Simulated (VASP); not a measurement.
# Ge6F in VASP: a series of runs, part 2 of 2

VASP 6.6.1.

### 5 Single point, PBE

INCAR reads:

```
PREC = Accurate
ENCUT = 520
EDIFF = 1E-6
ISMEAR = 0
SIGMA = 0.1
LREAL = F
LASPH = T
NELM = 60
ALGO = Normal
ISIF = 2
LWAVE = F
LCHARG = F
LDIPOL = T
IDIPOL = 3
DIPOL = 0.5 0.5 0.335
GGA = PE
NBANDS = 54
```

KPOINTS reads:

```
regular mesh
0
Gamma
  7 5 1
```

POSCAR reads:

```
Ge6F
1.0
    4.0740542126      0.0000000000      0.0000000000
    0.0000000000      5.7615827213      0.0000000000
    0.0000000000      0.0000000000     19.5242196736
Ge F
6 1
Direct
    0.5000000000      0.0000000000      0.2048737449
    0.0000000000      0.2500000000      0.2048737449
    0.0000000000      0.5005156572      0.3087424246
    0.5000000000      0.7494843428      0.3087424246
    0.5000000000      0.0069199665      0.4109879835
    0.0000000000      0.2430800335      0.4109879835
    0.8333333333      0.3402532998      0.4923788305
```

Potentials or basis: VASP PAW PBE potentials, release 64 (Ge_d, F).

Run with:

```console
> cat potpaw_PBE.64/Ge_d/POTCAR potpaw_PBE.64/F/POTCAR > POTCAR
> mpirun -np 1 vasp_std > vasp.out
```

OUTCAR:

```text
PREC = Accurate
   ENCUT = 520
   EDIFF = 1E-6
   ISMEAR = 0
   LREAL = F
   LASPH = T
   NELM = 60
   ISIF = 2
   GGA = PE

 ion  position               nearest neighbor table
   1  0.500  0.000  0.205-   4 2.49   2 2.49   2 2.49
   2  0.000  0.250  0.205-   3 2.49   1 2.49   1 2.49
   3  0.000  0.501  0.309-   6 2.49   2 2.49   4 2.49   4 2.49
   4  0.500  0.749  0.309-   5 2.49   1 2.49   3 2.49   3 2.49
   5  0.500  0.007  0.411-   6 2.45   6 2.45   4 2.49
   6  0.000  0.243  0.411-   7 1.82   5 2.45   5 2.45   3 2.49
   7  0.833  0.340  0.492-   6 1.82

  LATTYP: Found a simple orthorhombic cell.
 ALAT       =     4.0740542126
 B/A-ratio  =     1.4142135624
 C/A-ratio  =     4.7923318284

  Lattice vectors:

 A1 = (   4.0740542126,   0.0000000000,   0.0000000000)
 A2 = (   0.0000000000,   5.7615827213,   0.0000000000)
 A3 = (   0.0000000000,   0.0000000000,  19.5242196736)

Analysis of symmetry for initial positions (statically):
=====================================================================
 Subroutine PRICEL returns:
 Original cell was already a primitive cell.

 Routine SETGRP: Setting up the symmetry group for a
 simple orthorhombic supercell.

 Subroutine GETGRP returns: Found  1 space group operations
 (whereof  1 operations were pure point group operations)
 out of a pool of  8 trial point group operations.

The static configuration has the point symmetry C_1 .

Analysis of symmetry for dynamics (positions and initial velocities):
=====================================================================
 Subroutine PRICEL returns:
 Original cell was already a primitive cell.

 Routine SETGRP: Setting up the symmetry group for a
 simple orthorhombic supercell.

 Subroutine GETGRP returns: Found  1 space group operations
 (whereof  1 operations were pure point group operations)
 out of a pool of  8 trial point group operations.

The dynamic configuration has the point symmetry C_1 .

 Subroutine INISYM returns: Found  1 space group operations
 (whereof  1 operations are pure point group operations),
 and found     1 'primitive' translations

----------------------------------------------------------------------------------------

                                     Primitive cell

  volume of cell :     458.2920

  direct lattice vectors                    reciprocal lattice vectors
     4.074054213  0.000000000  0.000000000     0.245455742  0.000000000  0.000000000
     0.000000000  5.761582721  0.000000000     0.000000000  0.173563420  0.000000000
     0.000000000  0.000000000 19.524219674     0.000000000  0.000000000  0.051218436

  length of vectors
     4.074054213  5.761582721 19.524219674     0.245455742  0.173563420  0.051218436

  position of ions in fractional coordinates (direct lattice)
     0.500000000  0.000000000  0.204873745
     0.000000000  0.250000000  0.204873745
     0.000000000  0.500515657  0.308742425
     0.500000000  0.749484343  0.308742425
     0.500000000  0.006919966  0.410987984
[... 43 lines left out ...]
  0.285714  0.000000  0.000000      2.000000
  0.428571  0.000000  0.000000      2.000000
  0.000000  0.200000  0.000000      2.000000
  0.142857  0.200000  0.000000      2.000000
[... 10 lines left out ...]
  0.428571  0.400000  0.000000      2.000000
  0.428571 -0.400000  0.000000      2.000000
   k-points           NKPTS =     18   k-points in BZ     NKDIM =     18   number of bands    NBANDS=     54
   number of dos      NEDOS =    301   number of ions     NIONS =      7
   total plane-waves  NPLWV = 216000
   dimension x,y,z NGX =    30 NGY =   48 NGZ =  150
   dimension x,y,z NGXF=    60 NGYF=   96 NGZF=  300
   ions per type =               6   1
   NGX,Y,Z   is equivalent  to a cutoff of  12.24, 13.85, 12.77 a.u.
   NGXF,Y,Z  is equivalent  to a cutoff of  24.48, 27.70, 25.54 a.u.
 SYSTEM =  unknown system
   PREC   = accura    normal or accurate (medium, high low for compatibility)
   ISTART =      0    job   : 0-new  1-cont  2-samecut
   ICHARG =      2    charge: 1-file 2-atom 10-const
   ISPIN  =      1    spin polarized calculation?
   LNONCOLLINEAR =      F non collinear calculations
   LSORBIT =      F    spin-orbit coupling
   LASPH  =      T    aspherical Exc in radial PAW
   ENCUT  =  520.0 eV  38.22 Ry    6.18 a.u.   7.58 10.71 36.30*2*pi/ulx,y,z
   NELM   =     60;   NELMIN=  2; NELMDL= -5     # of ELM steps
   EDIFF  = 0.1E-05   stopping-criterion for ELM
   LREAL  =      F    real-space projection
   EDIFFG = 0.1E-04   stopping-criterion for IOM
   NSW    =      0    number of steps for IOM
   IBRION =     -1    ionic relax: 0-MD 1-quasi-New 2-CG
   NFREE  =      0    steps in history (QN), initial steepest desc. (CG)
   ISIF   =      2    stress and relaxation
   ISYM   =      2    0-nonsym 1-usesym 2-fastsym
   POTIM  = 0.5000    time-step for ionic-motion
   TEBEG  =    0.0;   TEEND  =   0.0 temperature during run
   PSTRESS=    0.0 pullay stress
   NELECT =      91.0000    total number of electrons
   NUPDOWN=      -1.0000    fix difference up-down
   EMIN   =  10.00;   EMAX   =-10.00  energy-range for DOS
   EFERMI =   0.00;   METHOD = LEGACY
   ISMEAR =     0;   SIGMA  =   0.10  broadening in eV -4-tet -1-fermi 0-gaus
   EFERMI_NEDOS =   21; number of points for ismear=-14 and -15
   IALGO  =     38    algorithm
   IMIX   =      4    mixing-type and parameters
     AMIX     =   0.40;   BMIX     =  1.00
     AMIX_MAG =   1.60;   BMIX_MAG =  1.00
  volume/ion in A,a.u.               =      65.47       441.82
  Fermi-wavevector in a.u.,A,eV,Ry     =   0.955083  1.804846 12.411015  0.912184
  Thomas-Fermi vector in A             =   2.083889
   LORBIT       =      0    0 simple, 1 ext, 2 COOP (PROOUT), +10 PAW based schemes
   GGA     = PE    functional components
   LHFCALC =     F    Hartree Fock is set to
   AEXX    =    0.0000 exact exchange contribution
   IVDW    =     0    specifies the selected vdW correction
   LEPSILON=     F    determine dielectric tensor
   LRPA    =     F    only Hartree local field effects (RPA)
 non-spin polarized calculation
 Gauss-broadening in eV      SIGMA  =   0.10
  energy-cutoff  :      520.00
  volume of cell :      458.29
 maximum number of plane-waves:     12387
   NGX = 15   NGY = 21   NGZ = 73

 number of electron      90.9999933 magnetization

 dipolmoment           0.000000      0.000000      0.171073 electrons x Angstroem

 Free energy of the ion-electron system (eV)
  ---------------------------------------------------
  ext. energy  EPLUGINS =         0.00000000
  ---------------------------------------------------
  free energy    TOTEN  =       -28.98149884 eV

  energy without entropy =      -28.96754024  energy(sigma->0) =      -28.97451954

 E-fermi :  -2.1634     XC(G=0):  -3.9802

 val. band max:       -2.1952734528   @ k =   0.0000   0.4000   0.0000
 cond. band min:      -2.1101412988   @ k =   0.1429   0.0000   0.0000
 fundamental gap:      0.0851321540
 Fermi energy:        -2.1634385229

 k-point     1 :       0.0000    0.0000    0.0000
  band No.  band energies     occupation
      1     -27.3447      2.00000
      2     -27.0009      2.00000
      3     -26.9950      2.00000
      4     -26.9541      2.00000
      5     -26.9391      2.00000
      6     -26.7134      2.00000
[... 1015 lines left out ...]
     53       2.8423      0.00000
     54       3.2480      0.00000

------------------------ aborting loop because EDIFF is reached ----------------------------------------

 vacuum level on the upper side and lower side of the slab       (xc-potential included)         0.508        -0.760

  FORCE on cell =-STRESS in cart. coord.  units (eV):
  Direction    XX          YY          ZZ          XY          YZ          ZX
  --------------------------------------------------------------------------------------
  -------------------------------------------------------------------------------------
  Total        1.3381693      1.4260774      0.0975696      0.5801073     -0.8192796      0.9975570
  in kB        4.6782060      4.9855308      0.3411010      2.0280403     -2.8641808      3.4874341
  external PRESSURE =       3.3349459 kB  Pullay stress =       0.0000000 kB

 VOLUME and BASIS-vectors are now :
 -----------------------------------------------------------------------------
  energy-cutoff  :      520.00
  volume of cell :      458.29
      direct lattice vectors                 reciprocal lattice vectors
     4.074054213  0.000000000  0.000000000     0.245455742  0.000000000  0.000000000
     0.000000000  5.761582721  0.000000000     0.000000000  0.173563420  0.000000000
     0.000000000  0.000000000 19.524219674     0.000000000  0.000000000  0.051218436

 POSITION                                       TOTAL-FORCE (eV/Angst)
 -----------------------------------------------------------------------------------
      2.03703      0.00000      4.00000        -0.101597      0.362710      0.389563
      0.00000      1.44040      4.00000         0.104117     -0.027572     -0.376659
      0.00000      2.88376      6.02795        -0.010483      0.012770     -0.276469
      2.03703      4.31822      6.02795        -0.111239      0.107919      0.240055
      2.03703      0.03987      8.02422         0.160707     -0.687379     -0.376808
      0.00000      1.40053      8.02422        -0.522996     -0.252346      0.304092
      3.39505      1.96040      9.61331         0.481491      0.483898      0.096226
 -----------------------------------------------------------------------------------
    total drift:                                0.000006     -0.000563     -0.001545

  FREE ENERGIE OF THE ION-ELECTRON SYSTEM (eV)
  ---------------------------------------------------
  free  energy   TOTEN  =       -28.9814988411 eV

  energy  without entropy=      -28.9675402411  energy(sigma->0) =      -28.97451954

 vacuum level on the upper side and lower side of the slab         3.636         2.333
```

Run time: 8.3 min. Hardware: 1 thread of AMD EPYC 9R45 (Zen 5), shared host; peak memory 0.66 GiB.

Results:

| Quantity | Value |
| --- | --- |
| Free energy | -28.9815 eV |
| Largest force | 0.800 eV/Å |
| Band gap on the k mesh | zero (an odd number of electrons rules out a gap without spin polarisation) |

Forces in eV/Å, atoms in the order of the input:
```
Ge  -0.102  0.363  0.390
Ge   0.104 -0.028 -0.377
Ge  -0.010  0.013 -0.276
Ge  -0.111  0.108  0.240
Ge   0.161 -0.687 -0.377
Ge  -0.523 -0.252  0.304
F    0.481  0.484  0.096
```

Levels at points of the mesh, in eV from the Fermi level:
```
           k point  band 42  band 43  band 44  band 45  band 46  band 47  band 48  band 49
(0.00, 0.00, 0.00)    -2.11    -1.47    -0.89    -0.14     0.18     0.73     1.45     1.99
```

Caveat: an odd number of electrons without spin polarisation forces a metal; a magnetic or distorted state may lie lower.

### 6 Overview

```csv
cell,gap on the mesh (eV),largest force (eV/Å)
"as given, atomic positions A",none,1.67
"as given, atomic positions B",none,1.29
"as given, atomic positions C",none,1.03
"as given, atomic positions D",none,0.80
```

Alike in all rows: task single point; level PBE; potentials or basis VASP PAW PBE potentials, release 64 (Ge_d, F); no spin polarisation; k mesh 7 × 5 × 1; cutoff (eV) 520; smearing gaussian 0.1 eV.

Caveats: an odd number of electrons without spin polarisation forces a metal; a magnetic or distorted state may lie lower.

Total energies depend on the potentials used, so only differences within one code and one set of settings carry meaning.

The gap in the log of VASP goes by the Fermi energy; the results here count the filled bands.